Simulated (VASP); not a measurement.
ZnSe5, 6 atoms in the cell. Symmetry: P-62m, No. 189, hexagonal system. The conventional cell has a = 6.388 Å, b = 6.388 Å, c = 3.670 Å, α = 90.00°, β = 90.00°, γ = 120.00°. Zn (site symmetry -62m) has 6 Se at 2.72 Å within 3.6 Å. Se (site symmetry m2m) has 2 Zn at 2.72 Å and 6 Se at 2.86 to 3.49 Å within 3.6 Å. Within 3.8 Å of Se (site symmetry -6) lie 11 Se at 2.86 to 3.69 Å and 3 Zn at 3.69 Å. 

* Program: VASP 6.6.1
* Task: relaxation of cell and atoms
* Functional: PBE
* Potentials or basis: VASP PAW PBE potentials, release 64 (Zn, Se)
* Cutoff: 600 eV
* k mesh: 6 × 6 × 10
* Occupations: gaussian, width 0.1 eV
* Spin: no spin polarisation
* Dipole correction: no
* Further INCAR settings: ALGO = Normal; EDIFF = 1e-06; IBRION = 2; EDIFFG = -0.01; NSW = 100; ISIF = 3

Potentials or basis: VASP PAW PBE potentials, release 64 (Zn, Se).

Command:

```bash
$ cat potpaw_PBE.64/Zn/POTCAR potpaw_PBE.64/Se/POTCAR > POTCAR
$ mpirun -np 1 vasp_std > vasp.out
```

Hardware: 1 thread of Intel(R) Xeon(R) 6975P-C (Granite Rapids), on a shared host.

Problem. Estimate the wall time of this run.

Solution. Wall time 4.8 min on 1 thread of Intel(R) Xeon(R) 6975P-C (Granite Rapids) (shared host), peak memory 0.39 GiB. Counts: scf iterations 47, k points 42, ion steps 7.
